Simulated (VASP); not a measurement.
# InSb (zincblende type) (F-43m) in VASP: settings compared

Aim: see how the results for InSb (zincblende type) move with the level of theory and the settings. Levels: PBE, RPBE. Tasks: single point.

Everything below comes from runs of VASP 6.6.1. Logs are shortened: lines on timing, memory, paths and dates and some standing lists are left out, and cuts for length are marked.

### Step 1. The cell of the first run

Symmetry: F-43m, No. 216, cubic system. The conventional cell has a = 6.501 Å, b = 6.501 Å, c = 6.501 Å, α = 90.00°, β = 90.00°, γ = 90.00°. In (site symmetry -43m) has 4 Sb at 2.82 Å within 3.7 Å. Within 3.7 Å of Sb (site symmetry -43m) lie 4 In at 2.82 Å.

### Step 2. Single point, PBE (volume scaled by 0.94)

The input, INCAR:

```
SYSTEM = InSb
PREC = Accurate
ENCUT = 520
EDIFF = 1E-7
ISMEAR = -1
SIGMA = 0.1
LREAL = .FALSE.
LASPH = .TRUE.
NELM = 100
ALGO = Normal
ISIF = 2
LWAVE = .FALSE.
LCHARG = .FALSE.
GGA = PE
NBANDS = 16
```

The input, KPOINTS:

```
Automatic mesh
0
G
  11 11 11
  0 0 0
```

The input, POSCAR:

```
InSb
1.0
    0.0000000000      3.2505901944      3.2505901944
    3.2505901944      0.0000000000      3.2505901944
    3.2505901944      3.2505901944      0.0000000000
In Sb
1 1
Direct
    0.0000000000      0.0000000000      0.0000000000
    0.2500000000      0.2500000000      0.2500000000
```

Potentials or basis: VASP PAW PBE potentials, release 64 (In_d, Sb).

Command:

```
$ cat potpaw_PBE.64/In_d/POTCAR potpaw_PBE.64/Sb/POTCAR > POTCAR
$ mpirun -np 1 vasp_std > vasp.out
```

OUTCAR:

```text
SYSTEM = InSb
   PREC = Accurate
   ENCUT = 520
   EDIFF = 1E-7
   ISMEAR = -1
   LREAL = .FALSE.
   LASPH = .TRUE.
   NELM = 100
   ISIF = 2
   GGA = PE

 ion  position               nearest neighbor table
   1  0.000  0.000  0.000-   2 2.82   2 2.82   2 2.82   2 2.82
   2  0.250  0.250  0.250-   1 2.82   1 2.82   1 2.82   1 2.82

  LATTYP: Found a face centered cubic cell.
 ALAT       =     6.5011803888

  Lattice vectors:

 A1 = (   0.0000000000,   3.2505901944,   3.2505901944)
 A2 = (   3.2505901944,   0.0000000000,   3.2505901944)
 A3 = (   3.2505901944,   3.2505901944,   0.0000000000)

Analysis of symmetry for initial positions (statically):
=====================================================================
 Subroutine PRICEL returns:
 Original cell was already a primitive cell.

 Routine SETGRP: Setting up the symmetry group for a
 face centered cubic supercell.

 Subroutine GETGRP returns: Found 24 space group operations
 (whereof 24 operations were pure point group operations)
 out of a pool of 48 trial point group operations.

The static configuration has the point symmetry T_d .

Analysis of symmetry for dynamics (positions and initial velocities):
=====================================================================
 Subroutine PRICEL returns:
 Original cell was already a primitive cell.

 Routine SETGRP: Setting up the symmetry group for a
 face centered cubic supercell.

 Subroutine GETGRP returns: Found 24 space group operations
 (whereof 24 operations were pure point group operations)
 out of a pool of 48 trial point group operations.

The dynamic configuration has the point symmetry T_d .

 Subroutine INISYM returns: Found 24 space group operations
 (whereof 24 operations are pure point group operations),
 and found     1 'primitive' translations

----------------------------------------------------------------------------------------

                                     Primitive cell

  volume of cell :      68.6937

  direct lattice vectors                    reciprocal lattice vectors
     0.000000000  3.250590194  3.250590194    -0.153818221  0.153818221  0.153818221
     3.250590194  0.000000000  3.250590194     0.153818221 -0.153818221  0.153818221
     3.250590194  3.250590194  0.000000000     0.153818221  0.153818221 -0.153818221

  length of vectors
     4.597028739  4.597028739  4.597028739     0.266420973  0.266420973  0.266420973

  position of ions in fractional coordinates (direct lattice)
     0.000000000  0.000000000  0.000000000
     0.250000000  0.250000000  0.250000000

  ion indices of the primitive-cell ions
   primitive index   ion index
                 1           1
                 2           2

----------------------------------------------------------------------------------------

 KPOINTS: Automatic mesh

Automatic generation of k-mesh.
 Grid dimensions read from file:
 generate k-points for:   11   11   11

 Generating k-lattice:

  Cartesian coordinates                     Fractional coordinates (reciprocal lattice)
    -0.013983475  0.013983475  0.013983475     0.090909091  0.000000000  0.000000000
     0.013983475 -0.013983475  0.013983475     0.000000000  0.090909091  0.000000000
     0.013983475  0.013983475 -0.013983475     0.000000000  0.000000000  0.090909091

  Length of vectors
     0.024220088  0.024220088  0.024220088

  Shift w.r.t. Gamma in fractional coordinates (k-lattice)
     0.000000000  0.000000000  0.000000000

 Subroutine IBZKPT returns following result:
 ===========================================

 Found     56 irreducible k-points:

 Following reciprocal coordinates:
            Coordinates               Weight
  0.000000  0.000000  0.000000      1.000000
  0.090909  0.000000  0.000000      8.000000
  0.181818  0.000000  0.000000      8.000000
  0.272727  0.000000  0.000000      8.000000
  0.363636  0.000000  0.000000      8.000000
  0.454545  0.000000  0.000000      8.000000
[... 16 lines left out ...]
 -0.272727  0.181818  0.000000     24.000000
 -0.181818  0.181818  0.000000     12.000000
 [... further k-points ...]
   k-points           NKPTS =     56   k-points in BZ     NKDIM =     56   number of bands    NBANDS=     16
   number of dos      NEDOS =    301   number of ions     NIONS =      2
   total plane-waves  NPLWV =  46656
   dimension x,y,z NGX =    36 NGY =   36 NGZ =   36
   dimension x,y,z NGXF=    72 NGYF=   72 NGZF=   72
   ions per type =               1   1
   NGX,Y,Z   is equivalent  to a cutoff of  13.02, 13.02, 13.02 a.u.
   NGXF,Y,Z  is equivalent  to a cutoff of  26.04, 26.04, 26.04 a.u.
 SYSTEM =  InSb
   PREC   = accura    normal or accurate (medium, high low for compatibility)
   ISTART =      0    job   : 0-new  1-cont  2-samecut
   ICHARG =      2    charge: 1-file 2-atom 10-const
   ISPIN  =      1    spin polarized calculation?
   LNONCOLLINEAR =      F non collinear calculations
   LSORBIT =      F    spin-orbit coupling
   LASPH  =      T    aspherical Exc in radial PAW
   ENCUT  =  520.0 eV  38.22 Ry    6.18 a.u.   8.55  8.55  8.55*2*pi/ulx,y,z
   NELM   =    100;   NELMIN=  2; NELMDL= -5     # of ELM steps
   EDIFF  = 0.1E-06   stopping-criterion for ELM
   LREAL  =      F    real-space projection
   EDIFFG = 0.1E-05   stopping-criterion for IOM
   NSW    =      0    number of steps for IOM
   IBRION =     -1    ionic relax: 0-MD 1-quasi-New 2-CG
   NFREE  =      0    steps in history (QN), initial steepest desc. (CG)
   ISIF   =      2    stress and relaxation
   ISYM   =      2    0-nonsym 1-usesym 2-fastsym
   POTIM  = 0.5000    time-step for ionic-motion
   TEBEG  =    0.0;   TEEND  =   0.0 temperature during run
   PSTRESS=    0.0 pullay stress
   NELECT =      18.0000    total number of electrons
   NUPDOWN=      -1.0000    fix difference up-down
   EMIN   =  10.00;   EMAX   =-10.00  energy-range for DOS
   EFERMI =   0.00;   METHOD = LEGACY
   ISMEAR =    -1;   SIGMA  =   0.10  broadening in eV -4-tet -1-fermi 0-gaus
   EFERMI_NEDOS =   21; number of points for ismear=-14 and -15
   IALGO  =     38    algorithm
   IMIX   =      4    mixing-type and parameters
     AMIX     =   0.40;   BMIX     =  1.00
     AMIX_MAG =   1.60;   BMIX_MAG =  1.00
  volume/ion in A,a.u.               =      34.35       231.78
  Fermi-wavevector in a.u.,A,eV,Ry     =   1.047595  1.979668 14.931788  1.097455
  Thomas-Fermi vector in A             =   2.182482
   LORBIT       =      0    0 simple, 1 ext, 2 COOP (PROOUT), +10 PAW based schemes
   GGA     = PE    functional components
   LHFCALC =     F    Hartree Fock is set to
   AEXX    =    0.0000 exact exchange contribution
   IVDW    =     0    specifies the selected vdW correction
   LEPSILON=     F    determine dielectric tensor
   LRPA    =     F    only Hartree local field effects (RPA)
 non-spin polarized calculation
  energy-cutoff  :      520.00
  volume of cell :       68.69
 maximum number of plane-waves:      1868
 NGX is ok and might be reduce to    36
   NGX = 17   NGY = 17   NGZ = 17

 number of electron      17.9999993 magnetization

 Free energy of the ion-electron system (eV)
  ---------------------------------------------------
  ext. energy  EPLUGINS =         0.00000000
  ---------------------------------------------------
  free energy    TOTEN  =        -6.92005016 eV

  energy without entropy =       -6.91865523  energy(sigma->0) =       -6.91935270

 E-fermi :   5.2096     XC(G=0):  -8.6421

 val. band max:        4.9969307275   @ k =   0.0000   0.0000   0.0000
 cond. band min:       5.5297542863   @ k =   0.4545   0.0000   0.0000
 fundamental gap:      0.5328235588
 Fermi energy:         5.2096465378

 k-point     1 :       0.0000    0.0000    0.0000
  band No.  band energies     occupation
      1      -9.5863      2.00000
      2      -9.5863      2.00000
      3      -9.5863      2.00000
      4      -9.5039      2.00000
      5      -9.5039      2.00000
      6      -5.6560      2.00000
[... 8 lines left out ...]
     15      13.2565      0.00000
     16      13.2565      0.00000

 k-point     2 :       0.0909    0.0000    0.0000
  band No.  band energies     occupation
      1      -9.5899      2.00000
      2      -9.5846      2.00000
      3      -9.5846      2.00000
      4      -9.5041      2.00000
      5      -9.5041      2.00000
      6      -5.5817      2.00000
[... 8 lines left out ...]
     15      12.6886      0.00000
     16      12.6886      0.00000

 k-point     3 :       0.1818    0.0000    0.0000
  band No.  band energies     occupation
      1      -9.5997      2.00000
      2      -9.5802      2.00000
      3      -9.5802      2.00000
      4      -9.5042      2.00000
      5      -9.5042      2.00000
      6      -5.3659      2.00000
[... 8 lines left out ...]
     15      12.2704      0.00000
     16      12.2704      0.00000

 k-point     4 :       0.2727    0.0000    0.0000
  band No.  band energies     occupation
      1      -9.6124      2.00000
      2      -9.5749      2.00000
      3      -9.5749      2.00000
      4      -9.5040      2.00000
      5      -9.5040      2.00000
      6      -5.0343      2.00000
[... 8 lines left out ...]
     15      12.3548      0.00000
     16      12.3548      0.00000

 k-point     5 :       0.3636    0.0000    0.0000
  band No.  band energies     occupation
      1      -9.6239      2.00000
      2      -9.5707      2.00000
      3      -9.5707      2.00000
      4      -9.5031      2.00000
      5      -9.5031      2.00000
      6      -4.6510      2.00000
[... 8 lines left out ...]
     15      12.9783      0.00000
     16      12.9783      0.00000

 k-point     6 :       0.4545    0.0000    0.0000
  band No.  band energies     occupation
      1      -9.6307      2.00000
      2      -9.5684      2.00000
      3      -9.5684      2.00000
      4      -9.5024      2.00000
      5      -9.5024      2.00000
      6      -4.3598      2.00000
[... 8 lines left out ...]
     15      13.8991      0.00000
     16      13.8991      0.00000

 k-point     7 :       0.0909    0.0909    0.0000
  band No.  band energies     occupation
      1      -9.5931      2.00000
      2      -9.5830      2.00000
      3      -9.5830      2.00000
      4      -9.5051      2.00000
      5      -9.5032      2.00000
      6      -5.5568      2.00000
[... 8 lines left out ...]
     15      12.0287      0.00000
     16      13.3394      0.00000

 k-point     8 :       0.1818    0.0909    0.0000
  band No.  band energies     occupation
      1      -9.6015      2.00000
      2      -9.5794      2.00000
      3      -9.5786      2.00000
      4      -9.5062      2.00000
      5      -9.5027      2.00000
      6      -5.3876      2.00000
[... 8 lines left out ...]
     15      12.0911      0.00000
     16      13.0057      0.00000

 k-point     9 :       0.2727    0.0909    0.0000
  band No.  band energies     occupation
      1      -9.6126      2.00000
      2      -9.5750      2.00000
      3      -9.5733      2.00000
      4      -9.5068      2.00000
      5      -9.5021      2.00000
      6      -5.0925      2.00000
[... 8 lines left out ...]
     15      12.5242      0.00000
     16      12.9319      0.00000
[... 172 lines left out ...]
 k-point    19 :       0.3636    0.1818    0.0000
  band No.  band energies     occupation
      1      -9.6306      2.00000
      2      -9.5656      2.00000
      3      -9.5636      2.00000
      4      -9.5108      2.00000
      5      -9.4998      2.00000
      6      -4.6709      2.00000
[... 8 lines left out ...]
     15      13.5066      0.00000
     16      13.9114      0.00000

 k-point    20 :       0.4545    0.1818    0.0000
  band No.  band energies     occupation
      1      -9.6369      2.00000
      2      -9.5637      2.00000
      3      -9.5609      2.00000
      4      -9.5094      2.00000
      5      -9.5002      2.00000
      6      -4.3162      2.00000
[... 8 lines left out ...]
     15      14.0160      0.00000
     16      14.4846      0.00000

 k-point    21 :      -0.4545    0.1818    0.0000
  band No.  band energies     occupation
      1      -9.6387      2.00000
      2      -9.5633      2.00000
      3      -9.5607      2.00000
      4      -9.5070      2.00000
      5      -9.5017      2.00000
      6      -4.1202      2.00000
[... 8 lines left out ...]
     15      13.7176      0.00000
     16      13.7579      0.00000

 k-point    22 :      -0.3636    0.1818    0.0000
  band No.  band energies     occupation
      1      -9.6354      2.00000
      2      -9.5642      2.00000
      3      -9.5631      2.00000
      4      -9.5047      2.00000
      5      -9.5041      2.00000
      6      -4.2324      2.00000
[... 8 lines left out ...]
     15      12.6152      0.00000
     16      13.8449      0.00000

 k-point    23 :      -0.2727    0.1818    0.0000
  band No.  band energies     occupation
      1      -9.6279      2.00000
      2      -9.5677      2.00000
      3      -9.5663      2.00000
      4      -9.5060      2.00000
      5      -9.5033      2.00000
      6      -4.5606      2.00000
[... 8 lines left out ...]
     15      13.1572      0.00000
     16      14.5243      0.00000

 k-point    24 :      -0.1818    0.1818    0.0000
  band No.  band energies     occupation
      1      -9.6177      2.00000
      2      -9.5734      2.00000
      3      -9.5700      2.00000
      4      -9.5065      2.00000
      5      -9.5027      2.00000
      6      -4.9199      2.00000
[... 8 lines left out ...]
     15      13.0423      0.00000
     16      13.4535      0.00000

 [... further k-points ...]
[... 5 lines left out ...]
  --------------------------------------------------------------------------------------
  -------------------------------------------------------------------------------------
  Total        1.1112013      1.1112013      1.1112013      0.0000000      0.0000000      0.0000000
  in kB       25.9171165     25.9171165     25.9171165      0.0000000      0.0000000      0.0000000
  external PRESSURE =      25.9171165 kB  Pullay stress =       0.0000000 kB

 VOLUME and BASIS-vectors are now :
 -----------------------------------------------------------------------------
  energy-cutoff  :      520.00
  volume of cell :       68.69
      direct lattice vectors                 reciprocal lattice vectors
     0.000000000  3.250590194  3.250590194    -0.153818221  0.153818221  0.153818221
     3.250590194  0.000000000  3.250590194     0.153818221 -0.153818221  0.153818221
     3.250590194  3.250590194  0.000000000     0.153818221  0.153818221 -0.153818221

 POSITION                                       TOTAL-FORCE (eV/Angst)
 -----------------------------------------------------------------------------------
      0.00000      0.00000      0.00000        -0.000000     -0.000000     -0.000000
      1.62530      1.62530      1.62530         0.000000      0.000000      0.000000
 -----------------------------------------------------------------------------------
    total drift:                               -0.000000     -0.000000     -0.000000

  FREE ENERGIE OF THE ION-ELECTRON SYSTEM (eV)
  ---------------------------------------------------
  free  energy   TOTEN  =        -6.9200501607 eV

  energy  without entropy=       -6.9186552314  energy(sigma->0) =       -6.91935270
```

Wall time 38 s (1 thread of Intel Xeon Platinum 8559C (Emerald Rapids), shared host); peak memory 0.24 GiB.

Results:

* Free energy: -6.9201 eV
* Pressure: 2.6 GPa
* Band gap on the k mesh: zero (filled and empty bands touch)

Levels at points of the mesh, in eV from the Fermi level:
```tsv
k point	band 7	band 8	band 9	band 10	band 11	band 12
(0.00, 0.00, 0.00)	-0.46	-0.21	-0.21	-0.21	2.75	2.75
```

Caveat: spin-orbit coupling is left out, which moves the levels of the heavy elements.

(Part 1 of 2 ends here.)
